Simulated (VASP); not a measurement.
Set up this calculation in VASP 6.6.1, as the native input.

- Task: single point
- Functional: PBE
- Potentials or basis: VASP PAW PBE potentials, release 64 (Sc_sv)
- Cutoff: 520 eV
- k mesh: 17 × 17 × 17
- Occupations: methfessel-paxton, width 0.1 eV
- Spin: no spin polarisation
- Dipole correction: no
- Further INCAR settings: ALGO = Fast; EDIFF = 1e-06; NBANDS = 12

The structure of Sc lies in POSCAR:

```
Sc
1.0
    0.0000000000      2.2600000000      2.2600000000
    2.2600000000      0.0000000000      2.2600000000
    2.2600000000      2.2600000000      0.0000000000
Sc
1
Direct
    0.0000000000      0.0000000000      0.0000000000
```

This isn't the form of Sc at room conditions, which is hcp.

The input as run:

INCAR

```
  PREC = Accurate
  ENCUT = 520
  EDIFF = 1E-6
  ISMEAR = 1
  SIGMA = 0.1
  LREAL = False
  LASPH = True
  NELM = 60
  ALGO = Fast
  ISIF = 2
  LWAVE = False
  LCHARG = False
  GGA = PE
  NBANDS = 12
```

KPOINTS

```
regular mesh
0
Gamma
  17 17 17
```

Potentials or basis: VASP PAW PBE potentials, release 64 (Sc_sv).

Launch:

```console
$ cat potpaw_PBE.64/Sc_sv/POTCAR > POTCAR
$ mpirun -np 1 vasp_std > vasp.out
```

It gave:

* Pressure: 3.7 GPa
* Band gap on the k mesh: zero (an odd number of electrons rules out a gap without spin polarisation)

Caveat: the cell stands under pressure.

It took 39 s on 1 thread of Intel(R) Xeon(R) Platinum 8259CL CPU @ 2.50GHz (Skylake/Cascade Lake), on a shared host, peak memory 0.17 GiB.
